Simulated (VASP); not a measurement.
# Ge3MoRu (Pm-3m) in VASP: single point with PBE

Aim: the single point of Ge3MoRu with PBE.

Program: VASP 6.6.1. These are calculated values, not measurements. Logs are shortened: lines on timing, memory, paths and dates and some standing lists are left out, and cuts for length are marked.

### Step 1. The cell of the first run

The structure is cubic, space group Pm-3m (No. 221). Conventional cell: a = 4.830 Å, b = 4.830 Å, c = 4.830 Å, α = 90.00°, β = 90.00°, γ = 90.00°. Within 3.2 Å of Ge (site symmetry 4/mmm) lie 2 Mo at 2.42 Å. Mo (site symmetry m-3m) has 6 Ge at 2.42 Å within 3.2 Å. Ru (site symmetry m-3m) has 12 Ge at 3.42 Å and 8 Mo at 4.18 Å within 4.5 Å.

The cell was generated, and may not be a known phase.

### Step 2. Single point, PBE, collinear spin, ferromagnetic start

INCAR

```
SYSTEM = Ge3MoRu
PREC = Accurate
ENCUT = 500
EDIFF = 1E-6
ISMEAR = 0
SIGMA = 0.1
LREAL = .FALSE.
LASPH = .TRUE.
NELM = 200
ALGO = Normal
ISIF = 2
LWAVE = .FALSE.
LCHARG = .FALSE.
ISPIN = 2
MAGMOM = 0 0 0 0.2 2.58
LORBIT = 11
LMAXMIX = 4
GGA = PE
NBANDS = 47
GGA_COMPAT = .FALSE.
```

KPOINTS

```
regular mesh
0
G
  8 8 8
  0 0 0
```

POSCAR

```
Ge3MoRu
1.0
    4.8302503837      0.0000000000      0.0000000000
    0.0000000000      4.8302503837      0.0000000000
    0.0000000000      0.0000000000      4.8302503837
Ge Mo Ru
3 1 1
Direct
    0.0000000000      0.5000000000      0.5000000000
    0.5000000000      0.0000000000      0.5000000000
    0.5000000000      0.5000000000      0.0000000000
    0.5000000000      0.5000000000      0.5000000000
    0.0000000000      0.0000000000      0.0000000000
```

Potentials or basis: VASP PAW PBE potentials, release 64 (Ge_d, Mo_sv, Ru_pv).

Started as:

```console
> cat potpaw_PBE.64/Ge_d/POTCAR potpaw_PBE.64/Mo_sv/POTCAR potpaw_PBE.64/Ru_pv/POTCAR > POTCAR
> mpirun -np 1 vasp_std > vasp.out
```

OUTCAR:

```text
SYSTEM = Ge3MoRu
   PREC = Accurate
   ENCUT = 500
   EDIFF = 1E-6
   ISMEAR = 0
   LREAL = .FALSE.
   LASPH = .TRUE.
   NELM = 200
   ISIF = 2
   ISPIN = 2
   LORBIT = 11
   GGA = PE

 ion  position               nearest neighbor table
   1  0.000  0.500  0.500-   4 2.42   4 2.42
   2  0.500  0.000  0.500-   4 2.42   4 2.42
   3  0.500  0.500  0.000-   4 2.42   4 2.42
   4  0.500  0.500  0.500-   1 2.42   2 2.42   3 2.42   3 2.42   2 2.42   1 2.42
   5  0.000  0.000  0.000-

  LATTYP: Found a simple cubic cell.
 ALAT       =     4.8302503837

  Lattice vectors:

 A1 = (   4.8302503837,   0.0000000000,   0.0000000000)
 A2 = (   0.0000000000,   4.8302503837,   0.0000000000)
 A3 = (   0.0000000000,   0.0000000000,   4.8302503837)

Analysis of symmetry for initial positions (statically):
=====================================================================
 Subroutine PRICEL returns:
 Original cell was already a primitive cell.

 Routine SETGRP: Setting up the symmetry group for a
 simple cubic supercell.

 Subroutine GETGRP returns: Found 48 space group operations
 (whereof 48 operations were pure point group operations)
 out of a pool of 48 trial point group operations.

The static configuration has the point symmetry O_h .

Analysis of symmetry for dynamics (positions and initial velocities):
=====================================================================
 Subroutine PRICEL returns:
 Original cell was already a primitive cell.

 Routine SETGRP: Setting up the symmetry group for a
 simple cubic supercell.

 Subroutine GETGRP returns: Found 48 space group operations
 (whereof 48 operations were pure point group operations)
 out of a pool of 48 trial point group operations.

The dynamic configuration has the point symmetry O_h .

Analysis of structural, dynamic, and magnetic symmetry:
=====================================================================
 Subroutine PRICEL returns:
 Original cell was already a primitive cell.

 Routine SETGRP: Setting up the symmetry group for a
 simple cubic supercell.

 Subroutine GETGRP returns: Found 48 space group operations
 (whereof 48 operations were pure point group operations)
 out of a pool of 48 trial point group operations.

The overall configuration has the point symmetry O_h .

 Subroutine INISYM returns: Found 48 space group operations
 (whereof 48 operations are pure point group operations),
 and found     1 'primitive' translations

----------------------------------------------------------------------------------------
[... 131 lines left out ...]
 Gauss-broadening in eV      SIGMA  =   0.10
  energy-cutoff  :      500.00
  volume of cell :      112.70
 maximum number of plane-waves:      2897
 NGX is ok and might be reduce to    36
   NGX = 17   NGY = 17   NGZ = 17

 number of electron      69.9999912 magnetization       2.8938855

 Free energy of the ion-electron system (eV)
  ---------------------------------------------------
  ext. energy  EPLUGINS =         0.00000000
  ---------------------------------------------------
  free energy    TOTEN  =       -28.26353091 eV

  energy without entropy =      -28.23788885  energy(sigma->0) =      -28.25070988

 E-fermi :   5.6759     XC(G=0): -10.5125

 val. band max:        5.6734865597   @ k =   0.5000   0.1250   0.0000
 cond. band min:       5.6916087826   @ k =   0.3750   0.2500   0.1250
 fundamental gap:      0.0181222229
 Fermi energy:         5.6758564864

 spin component 1

 k-point     1 :       0.0000    0.0000    0.0000
  band No.  band energies     occupation
      1     -54.9620      1.00000
      2     -37.3581      1.00000
      3     -37.3581      1.00000
      4     -37.3581      1.00000
      5     -29.1925      1.00000
      6     -29.1925      1.00000
[... 1189 lines left out ...]
     46      12.6745      0.00000
     47      13.5618      0.00000

 [... further k-points ...]

 spin component 2

 k-point     1 :       0.0000    0.0000    0.0000
  band No.  band energies     occupation
      1     -54.7758      1.00000
      2     -35.6381      1.00000
      3     -35.6381      1.00000
      4     -35.6379      1.00000
      5     -28.9892      1.00000
      6     -28.9892      1.00000
[... 1189 lines left out ...]
     46      12.8005      0.00000
     47      13.8345      0.00000

 [... further k-points ...]

------------------------ aborting loop because EDIFF is reached ----------------------------------------

  FORCE on cell =-STRESS in cart. coord.  units (eV):
  Direction    XX          YY          ZZ          XY          YZ          ZX
  --------------------------------------------------------------------------------------
  -------------------------------------------------------------------------------------
  Total        0.0320532      0.0320532      0.0320532      0.0000000     -0.0000000      0.0000000
  in kB        0.4556939      0.4556939      0.4556939      0.0000000     -0.0000000      0.0000000
  external PRESSURE =       0.4556939 kB  Pullay stress =       0.0000000 kB

 VOLUME and BASIS-vectors are now :
 -----------------------------------------------------------------------------
  energy-cutoff  :      500.00
  volume of cell :      112.70
      direct lattice vectors                 reciprocal lattice vectors
     4.830250384  0.000000000  0.000000000     0.207028605  0.000000000  0.000000000
     0.000000000  4.830250384  0.000000000     0.000000000  0.207028605  0.000000000
     0.000000000  0.000000000  4.830250384     0.000000000  0.000000000  0.207028605

 POSITION                                       TOTAL-FORCE (eV/Angst)
 -----------------------------------------------------------------------------------
      0.00000      2.41513      2.41513         0.000000      0.000000      0.000000
      2.41513      0.00000      2.41513         0.000000      0.000000      0.000000
      2.41513      2.41513      0.00000         0.000000      0.000000      0.000000
      2.41513      2.41513      2.41513         0.000000      0.000000      0.000000
      0.00000      0.00000      0.00000         0.000000      0.000000      0.000000
 -----------------------------------------------------------------------------------
    total drift:                                0.000000      0.000000      0.000000

  FREE ENERGIE OF THE ION-ELECTRON SYSTEM (eV)
  ---------------------------------------------------
  free  energy   TOTEN  =       -28.2635309131 eV

  energy  without entropy=      -28.2378888507  energy(sigma->0) =      -28.25070988

 total charge

# of ion       s       p       d       tot
------------------------------------------
    1        1.222   1.033  10.031  12.286
    2        1.222   1.033  10.031  12.286
    3        1.222   1.033  10.031  12.286
    4        2.352   6.226   4.213  12.790
    5        0.173   6.012   6.019  12.203
--------------------------------------------------
tot          6.192  15.336  40.324  61.851

 magnetization (x)

# of ion       s       p       d       tot
------------------------------------------
    1        0.009   0.009   0.004   0.022
    2        0.009   0.009   0.004   0.022
    3        0.009   0.009   0.004   0.022
    4        0.011   0.028   0.270   0.309
    5        0.042   0.009   2.220   2.271
--------------------------------------------------
tot          0.080   0.063   2.501   2.644
```

OSZICAR:

```text
N       E                     dE             d eps       ncg     rms          rms(c)
DAV:   1     0.881533888018E+03    0.88153E+03   -0.33556E+04  8964   0.342E+03
DAV:   2     0.107771940183E+03   -0.77376E+03   -0.74341E+03  6667   0.947E+02
DAV:   3    -0.209835089386E+02   -0.12876E+03   -0.12379E+03  7260   0.219E+02
DAV:   4    -0.295612340218E+02   -0.85777E+01   -0.84812E+01  7588   0.624E+01
DAV:   5    -0.298110536090E+02   -0.24982E+00   -0.24966E+00  7854   0.113E+01    0.188E+01
DAV:   6    -0.355307189503E+02   -0.57197E+01   -0.35837E+01  7338   0.174E+01    0.301E+01
DAV:   7    -0.282762788382E+02    0.72544E+01   -0.10410E+01  7263   0.162E+01    0.802E+00
DAV:   8    -0.283327207881E+02   -0.56442E-01   -0.23663E+00  7056   0.652E+00    0.398E+00
DAV:   9    -0.282747263472E+02    0.57994E-01   -0.30941E-01  7445   0.333E+00    0.182E+00
DAV:  10    -0.282632021371E+02    0.11524E-01   -0.10827E-01  7344   0.145E+00    0.729E-01
DAV:  11    -0.282627609579E+02    0.44118E-03   -0.66268E-03  7551   0.442E-01    0.424E-01
DAV:  12    -0.282634405835E+02   -0.67963E-03   -0.47635E-03  6994   0.264E-01    0.103E-01
DAV:  13    -0.282635249851E+02   -0.84402E-04   -0.36406E-04  8658   0.927E-02    0.435E-02
DAV:  14    -0.282635270580E+02   -0.20729E-05   -0.47955E-05  6779   0.346E-02    0.166E-02
DAV:  15    -0.282635310915E+02   -0.40335E-05   -0.97844E-06  6827   0.178E-02    0.958E-03
DAV:  16    -0.282635309131E+02    0.17842E-06   -0.13780E-06  4984   0.688E-03
   1 F= -.28263531E+02 E0= -.28250710E+02  d E =-.256421E-01  mag=     2.8938
```

stdout:

```text
POSCAR found type information on POSCAR GeMoRu
 POSCAR found :  3 types and       5 ions
 scaLAPACK will be used
 LDA part: xc-table for (Slater+PW92), standard interpolation
 POSCAR, INCAR and KPOINTS ok, starting setup
 FFT: planning ... GRIDC
 FFT: planning ... GRID_SOFT
 FFT: planning ... GRID
 WAVECAR not read
 entering main loop
```

Wall time 10 min (1 thread of Intel Xeon 8259CL, shared host); peak memory 0.41 GiB.

What came out:

* Free energy: -28.2635 eV
* Pressure: 0.0 GPa
* Net moment: 2.89 μB per cell
* Site moments: Ge +0.02; Mo +0.31; Ru +2.27 μB
* Valence electrons inside the program's atomic spheres: Ge 12.29; Mo 12.79; Ru 12.20
